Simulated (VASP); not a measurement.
# BN (F-43m) in VASP: notebook

BN is run at these levels: LDA; tasks: single point.

Program: VASP 6.6.1. These are calculated values, not measurements. Logs are shortened: lines on timing, memory, paths and dates and some standing lists are left out, and cuts for length are marked.

## (1) The cell of the first run

It takes space group F-43m (No. 216, cubic). The conventional cell has a = 3.580 Å, b = 3.580 Å, c = 3.580 Å, α = 90.00°, β = 90.00°, γ = 90.00°. Within 2.1 Å of B (site symmetry -43m) lie 4 N at 1.55 Å. Within 2.1 Å of N (site symmetry -43m) lie 4 B at 1.55 Å.

## (2) Single point, LDA

The input, INCAR:

```
PREC = Accurate
ENCUT = 600
EDIFF = 1E-6
ISMEAR = 0
SIGMA = 0.1
LREAL = False
LASPH = True
NELM = 120
ALGO = Normal
ISIF = 2
LWAVE = False
LCHARG = False
GGA = CA
NBANDS = 11
GGA_COMPAT = False
```

The input, KPOINTS:

```
regular mesh
0
Gamma
  10 10 10
```

The input, POSCAR:

```
BN
1.0
    0.0000000000      1.7900533639      1.7900533639
    1.7900533639      0.0000000000      1.7900533639
    1.7900533639      1.7900533639      0.0000000000
B N
1 1
Direct
    0.0000000000      0.0000000000      0.0000000000
    0.2500000000      0.2500000000      0.2500000000
```

Potentials or basis: VASP PAW LDA potentials, release 64 (B, N).

Command:

```console
$ cat potpaw_LDA.64/B/POTCAR potpaw_LDA.64/N/POTCAR > POTCAR
$ mpirun -np 1 vasp_std > vasp.out
```

OUTCAR:

```text
PREC = Accurate
   ENCUT = 600
   EDIFF = 1E-6
   ISMEAR = 0
   LREAL = False
   LASPH = True
   NELM = 120
   ISIF = 2
   GGA = CA

 ion  position               nearest neighbor table
   1  0.000  0.000  0.000-   2 1.55   2 1.55   2 1.55   2 1.55
   2  0.250  0.250  0.250-   1 1.55   1 1.55   1 1.55   1 1.55

  LATTYP: Found a face centered cubic cell.
 ALAT       =     3.5801067278

  Lattice vectors:

 A1 = (   0.0000000000,   1.7900533639,   1.7900533639)
 A2 = (   1.7900533639,   0.0000000000,   1.7900533639)
 A3 = (   1.7900533639,   1.7900533639,   0.0000000000)

Analysis of symmetry for initial positions (statically):
=====================================================================
 Subroutine PRICEL returns:
 Original cell was already a primitive cell.

 Routine SETGRP: Setting up the symmetry group for a
 face centered cubic supercell.

 Subroutine GETGRP returns: Found 24 space group operations
 (whereof 24 operations were pure point group operations)
 out of a pool of 48 trial point group operations.

The static configuration has the point symmetry T_d .

Analysis of symmetry for dynamics (positions and initial velocities):
=====================================================================
 Subroutine PRICEL returns:
 Original cell was already a primitive cell.

 Routine SETGRP: Setting up the symmetry group for a
 face centered cubic supercell.

 Subroutine GETGRP returns: Found 24 space group operations
 (whereof 24 operations were pure point group operations)
 out of a pool of 48 trial point group operations.

The dynamic configuration has the point symmetry T_d .

 Subroutine INISYM returns: Found 24 space group operations
 (whereof 24 operations are pure point group operations),
 and found     1 'primitive' translations

----------------------------------------------------------------------------------------

                                     Primitive cell

  volume of cell :      11.4717

  direct lattice vectors                    reciprocal lattice vectors
     0.000000000  1.790053364  1.790053364    -0.279321282  0.279321282  0.279321282
     1.790053364  0.000000000  1.790053364     0.279321282 -0.279321282  0.279321282
     1.790053364  1.790053364  0.000000000     0.279321282  0.279321282 -0.279321282

  length of vectors
     2.531517745  2.531517745  2.531517745     0.483798652  0.483798652  0.483798652

  position of ions in fractional coordinates (direct lattice)
     0.000000000  0.000000000  0.000000000
     0.250000000  0.250000000  0.250000000

  ion indices of the primitive-cell ions
   primitive index   ion index
                 1           1
                 2           2

----------------------------------------------------------------------------------------

 KPOINTS: regular mesh

Automatic generation of k-mesh.
 Grid dimensions read from file:
 generate k-points for:   10   10   10

 Generating k-lattice:

  Cartesian coordinates                     Fractional coordinates (reciprocal lattice)
    -0.027932128  0.027932128  0.027932128     0.100000000  0.000000000  0.000000000
     0.027932128 -0.027932128  0.027932128     0.000000000  0.100000000  0.000000000
     0.027932128  0.027932128 -0.027932128     0.000000000  0.000000000  0.100000000

  Length of vectors
     0.048379865  0.048379865  0.048379865

  Shift w.r.t. Gamma in fractional coordinates (k-lattice)
     0.000000000  0.000000000  0.000000000

 Subroutine IBZKPT returns following result:
 ===========================================

 Found     47 irreducible k-points:

 Following reciprocal coordinates:
            Coordinates               Weight
  0.000000  0.000000  0.000000      1.000000
  0.100000  0.000000  0.000000      8.000000
  0.200000  0.000000  0.000000      8.000000
  0.300000  0.000000  0.000000      8.000000
  0.400000  0.000000  0.000000      8.000000
  0.500000  0.000000  0.000000      4.000000
[... 16 lines left out ...]
  0.300000  0.300000  0.000000      6.000000
  0.400000  0.300000  0.000000     24.000000
 [... further k-points ...]
   k-points           NKPTS =     47   k-points in BZ     NKDIM =     47   number of bands    NBANDS=     11
   number of dos      NEDOS =    301   number of ions     NIONS =      2
   total plane-waves  NPLWV =   8000
   dimension x,y,z NGX =    20 NGY =   20 NGZ =   20
   dimension x,y,z NGXF=    40 NGYF=   40 NGZF=   40
   ions per type =               1   1
   NGX,Y,Z   is equivalent  to a cutoff of  13.13, 13.13, 13.13 a.u.
   NGXF,Y,Z  is equivalent  to a cutoff of  26.27, 26.27, 26.27 a.u.
 SYSTEM =  unknown system
   PREC   = accura    normal or accurate (medium, high low for compatibility)
   ISTART =      0    job   : 0-new  1-cont  2-samecut
   ICHARG =      2    charge: 1-file 2-atom 10-const
   ISPIN  =      1    spin polarized calculation?
   LNONCOLLINEAR =      F non collinear calculations
   LSORBIT =      F    spin-orbit coupling
   LASPH  =      T    aspherical Exc in radial PAW
   ENCUT  =  600.0 eV  44.10 Ry    6.64 a.u.   5.06  5.06  5.06*2*pi/ulx,y,z
   NELM   =    120;   NELMIN=  2; NELMDL= -5     # of ELM steps
   EDIFF  = 0.1E-05   stopping-criterion for ELM
   LREAL  =      F    real-space projection
   EDIFFG = 0.1E-04   stopping-criterion for IOM
   NSW    =      0    number of steps for IOM
   IBRION =     -1    ionic relax: 0-MD 1-quasi-New 2-CG
   NFREE  =      0    steps in history (QN), initial steepest desc. (CG)
   ISIF   =      2    stress and relaxation
   ISYM   =      2    0-nonsym 1-usesym 2-fastsym
   POTIM  = 0.5000    time-step for ionic-motion
   TEBEG  =    0.0;   TEEND  =   0.0 temperature during run
   PSTRESS=    0.0 pullay stress
   NELECT =       8.0000    total number of electrons
   NUPDOWN=      -1.0000    fix difference up-down
   EMIN   =  10.00;   EMAX   =-10.00  energy-range for DOS
   EFERMI =   0.00;   METHOD = LEGACY
   ISMEAR =     0;   SIGMA  =   0.10  broadening in eV -4-tet -1-fermi 0-gaus
   EFERMI_NEDOS =   21; number of points for ismear=-14 and -15
   IALGO  =     38    algorithm
   IMIX   =      4    mixing-type and parameters
     AMIX     =   0.40;   BMIX     =  1.00
     AMIX_MAG =   1.60;   BMIX_MAG =  1.00
  volume/ion in A,a.u.               =       5.74        38.71
  Fermi-wavevector in a.u.,A,eV,Ry     =   1.451762  2.743433 28.675827  2.107614
  Thomas-Fermi vector in A             =   2.569222
   LORBIT       =      0    0 simple, 1 ext, 2 COOP (PROOUT), +10 PAW based schemes
   GGA     = CA    functional components
   LHFCALC =     F    Hartree Fock is set to
   AEXX    =    0.0000 exact exchange contribution
   IVDW    =     0    specifies the selected vdW correction
   LEPSILON=     F    determine dielectric tensor
   LRPA    =     F    only Hartree local field effects (RPA)
 non-spin polarized calculation
 Gauss-broadening in eV      SIGMA  =   0.10
  energy-cutoff  :      600.00
  volume of cell :       11.47
 maximum number of plane-waves:       392
   NGX = 11   NGY = 11   NGZ = 11

 number of electron       7.9999999 magnetization

 Free energy of the ion-electron system (eV)
  ---------------------------------------------------
  ext. energy  EPLUGINS =         0.00000000
  ---------------------------------------------------
  free energy    TOTEN  =       -19.41627522 eV

  energy without entropy =      -19.41627522  energy(sigma->0) =      -19.41627522

 E-fermi :   8.1570     XC(G=0): -13.2453

 val. band max:        7.7563257326   @ k =   0.0000   0.0000   0.0000
 cond. band min:      12.1342008021   @ k =   0.5000   0.5000   0.0000
 fundamental gap:      4.3778750695
 Fermi energy:         8.1569910212

 k-point     1 :       0.0000    0.0000    0.0000
  band No.  band energies     occupation
      1     -12.6460      2.00000
      2       7.7563      2.00000
      3       7.7563      2.00000
      4       7.7563      2.00000
      5      16.5773      0.00000
      6      16.5773      0.00000
      7      16.5773      0.00000
      8      18.6729      0.00000
      9      32.7997      0.00000
     10      35.9043      0.00000
     11      35.9043      0.00000

 k-point     2 :       0.1000    0.0000    0.0000
  band No.  band energies     occupation
      1     -12.3964      2.00000
      2       6.4707      2.00000
      3       7.4921      2.00000
      4       7.4921      2.00000
      5      16.9344      0.00000
      6      16.9743      0.00000
      7      16.9743      0.00000
      8      19.3948      0.00000
      9      32.3464      0.00000
     10      33.1111      0.00000
     11      33.1111      0.00000

 k-point     3 :       0.2000    0.0000    0.0000
  band No.  band energies     occupation
      1     -11.6603      2.00000
      2       3.7103      2.00000
      3       6.9007      2.00000
      4       6.9007      2.00000
      5      17.4505      0.00000
      6      17.7899      0.00000
      7      17.7899      0.00000
      8      20.9252      0.00000
      9      31.5110      0.00000
     10      31.6004      0.00000
     11      31.6004      0.00000

 k-point     4 :       0.3000    0.0000    0.0000
  band No.  band energies     occupation
      1     -10.4903      2.00000
      2       0.6872      2.00000
      3       6.3048      2.00000
      4       6.3048      2.00000
      5      17.9102      0.00000
      6      18.3594      0.00000
      7      18.3594      0.00000
      8      22.1769      0.00000
      9      31.0648      0.00000
     10      31.8655      0.00000
     11      31.8655      0.00000
[... 239 lines left out ...]
 k-point    22 :      -0.2000    0.2000    0.0000
  band No.  band energies     occupation
      1     -10.1037      2.00000
      2       1.5050      2.00000
      3       3.3662      2.00000
      4       6.4163      2.00000
      5      18.4266      0.00000
      6      18.7818      0.00000
      7      19.4038      0.00000
      8      21.8273      0.00000
      9      29.1555      0.00000
     10      30.1096      0.00000
     11      34.9211      0.00000

 k-point    23 :       0.3000    0.3000    0.0000
  band No.  band energies     occupation
      1      -9.7895      2.00000
      2       2.5463      2.00000
      3       3.9616      2.00000
      4       3.9616      2.00000
      5      13.8824      0.00000
      6      18.6563      0.00000
      7      22.6424      0.00000
      8      22.6424      0.00000
      9      26.7446      0.00000
     10      35.4741      0.00000
     11      40.0858      0.00000

 k-point    24 :       0.4000    0.3000    0.0000
  band No.  band energies     occupation
      1      -8.7398      2.00000
      2       0.9276      2.00000
      3       3.1021      2.00000
      4       3.5408      2.00000
      5      13.8299      0.00000
      6      18.4812      0.00000
      7      23.4605      0.00000
      8      23.5027      0.00000
      9      27.6678      0.00000
     10      35.1658      0.00000
     11      39.9005      0.00000

 [... further k-points ...]

------------------------ aborting loop because EDIFF is reached ----------------------------------------

  FORCE on cell =-STRESS in cart. coord.  units (eV):
  Direction    XX          YY          ZZ          XY          YZ          ZX
  --------------------------------------------------------------------------------------
  -------------------------------------------------------------------------------------
  Total        0.0652391      0.0652391      0.0652391     -0.0000000     -0.0000000      0.0000000
  in kB        9.1115126      9.1115126      9.1115126     -0.0000000     -0.0000000      0.0000000
  external PRESSURE =       9.1115126 kB  Pullay stress =       0.0000000 kB

 VOLUME and BASIS-vectors are now :
 -----------------------------------------------------------------------------
  energy-cutoff  :      600.00
  volume of cell :       11.47
      direct lattice vectors                 reciprocal lattice vectors
     0.000000000  1.790053364  1.790053364    -0.279321282  0.279321282  0.279321282
     1.790053364  0.000000000  1.790053364     0.279321282 -0.279321282  0.279321282
     1.790053364  1.790053364  0.000000000     0.279321282  0.279321282 -0.279321282

 POSITION                                       TOTAL-FORCE (eV/Angst)
 -----------------------------------------------------------------------------------
      0.00000      0.00000      0.00000         0.000000      0.000000      0.000000
      0.89503      0.89503      0.89503        -0.000000     -0.000000     -0.000000
 -----------------------------------------------------------------------------------
    total drift:                               -0.000000     -0.000000     -0.000000

  FREE ENERGIE OF THE ION-ELECTRON SYSTEM (eV)
  ---------------------------------------------------
  free  energy   TOTEN  =       -19.4162752151 eV

  energy  without entropy=      -19.4162752151  energy(sigma->0) =      -19.41627522
```

Run time: 5.3 s. Hardware: 1 thread of Intel Xeon 6975P-C (Granite Rapids), shared host; peak memory 0.11 GiB.

Results:

```
Free energy            : -19.4163 eV
Pressure               : 0.9 GPa
Band gap on the k mesh : 4.38 eV (least direct gap 8.82 eV)
```

## (3) Single point, LDA

The input, INCAR:

```
PREC = Accurate
ENCUT = 600
EDIFF = 1E-6
ISMEAR = 0
SIGMA = 0.02
LREAL = F
LASPH = T
NELM = 120
ALGO = Normal
ISIF = 2
LWAVE = F
LCHARG = T
LELF = T
LVHAR = T
NBANDS = 11
GGA_COMPAT = F
```

The input, KPOINTS:

```
regular mesh
0
Gamma
  12 12 12
```

The input, POSCAR:

```
BN
1.0
    0.0000000000      1.7899143218      1.7899143218
    1.7899143218      0.0000000000      1.7899143218
    1.7899143218      1.7899143218      0.0000000000
B N
1 1
Direct
    0.0000000000      0.0000000000      0.0000000000
    0.2500000000      0.2500000000      0.2500000000
```

Potentials or basis: VASP PAW LDA potentials, release 64 (B, N).

Command:

```console
$ cat potpaw_LDA.64/B/POTCAR potpaw_LDA.64/N/POTCAR > POTCAR
$ mpirun -np 1 vasp_std > vasp.out
```

OUTCAR:

```text
PREC = Accurate
   ENCUT = 600
   EDIFF = 1E-6
   ISMEAR = 0
   LREAL = F
   LASPH = T
   NELM = 120
   ISIF = 2

 ion  position               nearest neighbor table
   1  0.000  0.000  0.000-   2 1.55   2 1.55   2 1.55   2 1.55
   2  0.250  0.250  0.250-   1 1.55   1 1.55   1 1.55   1 1.55

  LATTYP: Found a face centered cubic cell.
 ALAT       =     3.5798286436

  Lattice vectors:

 A1 = (   0.0000000000,   1.7899143218,   1.7899143218)
 A2 = (   1.7899143218,   0.0000000000,   1.7899143218)
 A3 = (   1.7899143218,   1.7899143218,   0.0000000000)

Analysis of symmetry for initial positions (statically):
=====================================================================
 Subroutine PRICEL returns:
 Original cell was already a primitive cell.

 Routine SETGRP: Setting up the symmetry group for a
 face centered cubic supercell.

 Subroutine GETGRP returns: Found 24 space group operations
 (whereof 24 operations were pure point group operations)
 out of a pool of 48 trial point group operations.

The static configuration has the point symmetry T_d .

[... 168 lines left out ...]
  band No.  band energies     occupation
      1     -12.6457      2.00000
      2       7.7593      2.00000
      3       7.7593      2.00000
      4       7.7593      2.00000
      5      16.5813      0.00000
      6      16.5813      0.00000
      7      16.5813      0.00000
      8      18.6797      0.00000
      9      32.8071      0.00000
     10      35.9102      0.00000
     11      35.9102      0.00000
[... 309 lines left out ...]
 k-point    24 :      -0.4167    0.1667    0.0000
  band No.  band energies     occupation
      1      -7.8478      2.00000
      2      -2.5109      2.00000
      3       3.5453      2.00000
      4       5.1031      2.00000
      5      17.0915      0.00000
      6      20.0766      0.00000
      7      20.3105      0.00000
      8      23.6616      0.00000
      9      28.8645      0.00000
     10      33.3034      0.00000
     11      34.7453      0.00000

 [... further k-points ...]

------------------------ aborting loop because EDIFF is reached ----------------------------------------

  FORCE on cell =-STRESS in cart. coord.  units (eV):
  Direction    XX          YY          ZZ          XY          YZ          ZX
  --------------------------------------------------------------------------------------
  -------------------------------------------------------------------------------------
  Total        0.0721047      0.0721047      0.0721047     -0.0000000      0.0000000     -0.0000000
  in kB       10.0727367     10.0727367     10.0727367     -0.0000000      0.0000000     -0.0000000
  external PRESSURE =      10.0727367 kB  Pullay stress =       0.0000000 kB

 VOLUME and BASIS-vectors are now :
 -----------------------------------------------------------------------------
  energy-cutoff  :      600.00
  volume of cell :       11.47
      direct lattice vectors                 reciprocal lattice vectors
     0.000000000  1.789914322  1.789914322    -0.279342980  0.279342980  0.279342980
     1.789914322  0.000000000  1.789914322     0.279342980 -0.279342980  0.279342980
     1.789914322  1.789914322  0.000000000     0.279342980  0.279342980 -0.279342980

 POSITION                                       TOTAL-FORCE (eV/Angst)
 -----------------------------------------------------------------------------------
      0.00000      0.00000      0.00000        -0.000000     -0.000000     -0.000000
      0.89496      0.89496      0.89496         0.000000      0.000000      0.000000
 -----------------------------------------------------------------------------------
    total drift:                               -0.000000     -0.000000     -0.000000

  FREE ENERGIE OF THE ION-ELECTRON SYSTEM (eV)
  ---------------------------------------------------
  free  energy   TOTEN  =       -19.4162342105 eV

  energy  without entropy=      -19.4162342105  energy(sigma->0) =      -19.41623421
```

Wall time 6.9 s (1 thread of Intel Xeon 6975P-C (Granite Rapids), shared host); peak memory 0.11 GiB.

What came out:

- Free energy: -19.4162 eV
- Pressure: 1.0 GPa
- Band gap on the k mesh: 4.38 eV (least direct gap 8.82 eV)

Levels at points of the mesh, in eV from the valence-band top:
```tsv
k point	band 2	band 3	band 4	band 5	band 6	band 7
(0.00, 0.00, 0.00)	0.00	0.00	0.00	8.82	8.82	8.82
(0.50, 0.00, 0.00)	-10.98	-2.00	-2.00	10.60	10.73	10.73
(0.50, 0.50, 0.00)	-9.08	-5.07	-5.07	4.38	9.31	18.15
```

A k mesh can miss the band edges.
